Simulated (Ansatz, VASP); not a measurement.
## Ga4SbP3: VASP beside Ansatz

```
P Ga Sb
1.0
     3.97572    0.00000    0.00000
     0.00000    3.97572    0.00000
     0.00000    0.00000   11.23615
P Ga Sb
3 4 1
Cartesian
  0.0000 0.0000 2.6541
  1.9879 1.9879 0.0000
  0.0000 0.0000 8.5820
  0.0000 1.9879 1.3252
  1.9879 0.0000 9.9109
  0.0000 1.9879 7.2578
  1.9879 0.0000 3.9783
  1.9879 1.9879 5.6181
```

Alike in both runs: task single point; functional PBE; k mesh 6 × 6 × 2; no spin polarisation.

|  | VASP | Ansatz |
| --- | --- | --- |
| version | VASP 6.6.1 | Ansatz 0.2.0 |
| potentials or method | VASP PAW PBE potentials, release 64 (P, Ga_d, Sb) | plane waves, PAW |
| plane-wave cutoff (eV) | 520 | 420 |
| occupations | gaussian, width 0.01 eV | fixed |
| valence electrons in the cell | 72 | 82 |

|  | VASP | Ansatz | Ansatz less VASP |
| --- | --- | --- | --- |
| gap on the k mesh at the Fermi level (eV) | 0.68 | 0.69 | +0.007 |
| pressure (GPa) | 2.3 | 2.3 | -0.02 |
| rms of the force components (eV/Å) | 0.019 | 0.016 | -0.0035 |

VASP's potentials hold 72 valence electrons a cell and Ansatz's 82, so a difference there can come from the potentials and not from the codes.

Neither program's run includes spin-orbit coupling.
